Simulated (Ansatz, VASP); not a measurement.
# Si2Ni in VASP and in Ansatz

```
Si Ni
1.0
     5.44683    0.00000    0.00000
     0.00000   -5.44683    0.00000
     0.00000    0.00000   -5.44683
Si Ni
8 4
Direct
  0.23410 0.26590 0.26590
  0.75000 0.75000 0.25000
  0.75000 0.25000 0.75000
  0.25000 0.75000 0.75000
  0.75000 0.75000 0.75000
  0.25000 0.25000 0.75000
  0.25000 0.75000 0.25000
  0.75000 0.25000 0.25000
  0.00000 0.50000 0.50000
  0.50000 0.00000 0.50000
  0.50000 0.50000 0.00000
  0.00000 0.00000 0.00000
```

Alike in both runs: task single point; functional PBE; k mesh 10 × 10 × 10; occupations gaussian, width 0.15 eV; no spin polarisation.

|  | VASP | Ansatz |
| --- | --- | --- |
| version | VASP 6.6.1 | Ansatz 0.2.0 |
| potentials or method | VASP PAW PBE potentials, release 64 (Si, Ni), cutoff 520 eV | scalar-relativistic, plane waves, PAW |
| valence electrons in the cell | 72 | 104 |

Ansatz gave:

```
gap on the k mesh at the Fermi level (eV)                     : none
pressure (GPa)                                                : 0.2
traceless stress, the component that is largest in VASP (GPa) : 0.75
rms of the force components (eV/Å)                            : 0.316
```

Which values does VASP return?

gap on the k mesh at the Fermi level (eV): none; pressure (GPa): 0.1; traceless stress, the component that is largest in VASP (GPa): 0.75; rms of the force components (eV/Å): 0.315.

Atom by atom the forces differ by 0.002 eV/Å (rms over components). A gap of «none» marks a metal or a gap that the smearing closes. The functional is the same, so the differences come from potentials, cutoffs and numerics. VASP's potentials hold 72 valence electrons a cell and Ansatz's 104, so a difference there can come from the potentials and not from the codes.
